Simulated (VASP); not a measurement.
Runs of VASP 6.6.1 on HfGa2Te3. The structure is that of space group P6/mmm (No. 191), or close to it. The cells are those of the table. The cell was generated, and may not be a known phase.

| task | cell | k mesh | cutoff (eV) | gap on the mesh (eV) | pressure (GPa) | relaxed volume (Å³/atom) |
| --- | --- | --- | --- | --- | --- | --- |
| relaxation of cell and atoms | relaxed from a = 6.743, b = 6.743, c = 3.907 Å, angles 90.0, 90.0, 120.0°, 6 atoms | 3 × 3 × 4 | 600 | none | -0.1 | 27.48 |
| single point | a = 6.875, b = 6.875, c = 4.099 Å, angles 90.0, 90.0, 120.0°, 6 atoms | 3 × 3 × 4 | 520 | none | -0.2 | - |
| relaxation of cell and atoms | relaxed from a = 6.875, b = 6.875, c = 4.099 Å, angles 90.0, 90.0, 120.0°, 6 atoms | 6 × 6 × 10 | 600 | none | 0.0 | (a) |
| single point | a = 7.445, b = 7.445, c = 3.649 Å, angles 90.0, 90.0, 120.0°, 6 atoms | 6 × 6 × 10 | 520 | none | 0.0 | - |
| single point | a = 6.743, b = 6.743, c = 3.907 Å, angles 90.0, 90.0, 120.0°, 6 atoms | 3 × 3 × 4 | 520 | none | 5.0 | - |

Alike in all rows: level PBE; potentials or basis VASP PAW PBE potentials, release 64 (Hf_pv, Ga_d, Te); no spin polarisation; smearing gaussian 0.1 eV.

Q: Estimate the missing entries.

A: (a) 29.22.

Caveats: some runs use coarse meshes; spin-orbit coupling is left out, which moves the levels of the heavy elements.

A k mesh can miss the band edges, and the runs leave out spin-orbit coupling on Ga, Hf, Te.

A gap of «none» marks levels without a gap at the run's occupations.
